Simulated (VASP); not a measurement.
A run of VASP 6.6.1:

File INCAR:

```
PREC = Accurate ; ENCUT = 600
EDIFF = 1E-7 ; ISMEAR = 0
SIGMA = 0.1 ; LREAL = F
LASPH = T ; NELM = 60
ALGO = Normal ; ISIF = 3
LWAVE = F ; LCHARG = F
GGA = PE ; IBRION = 2
NSW = 90 ; EDIFFG = -0.04
```

The input KPOINTS:

```
regular mesh
0
Gamma
  6 6 4
```

File POSCAR:

```
BeAl2H2C
1.0
    3.7223774500      0.0000000000      0.0000000000
    0.0000000000      3.7223774500      0.0000000000
    0.0000000000      0.0000000000      5.0049869000
Be Al H C
1 2 2 1
Direct
    0.0000000000      0.0000000000      0.0000000000
    0.5000000000      0.5000000000      0.2536999900
    0.5000000000      0.5000000000      0.7463000100
    0.0000000000      0.5000000000      0.0000000000
    0.5000000000      0.0000000000      0.0000000000
    0.0000000000      0.0000000000      0.5000000000
```

Potentials or basis: VASP PAW PBE potentials, release 64 (Be, Al, H, C).

Launch:

```sh
$ cat potpaw_PBE.64/Be/POTCAR potpaw_PBE.64/Al/POTCAR potpaw_PBE.64/H/POTCAR potpaw_PBE.64/C/POTCAR > POTCAR
$ mpirun -np 1 vasp_std > vasp.out
```

Hardware: 1 thread of Intel(R) Xeon(R) 6975P-C (Granite Rapids), on a shared host.

Estimate the wall time of this run.

Run time: 78 s on 1 thread of Intel(R) Xeon(R) 6975P-C (Granite Rapids), with other jobs on the host, peak memory 0.21 GiB. Counts: scf iterations 93, k points 30, ion steps 11.
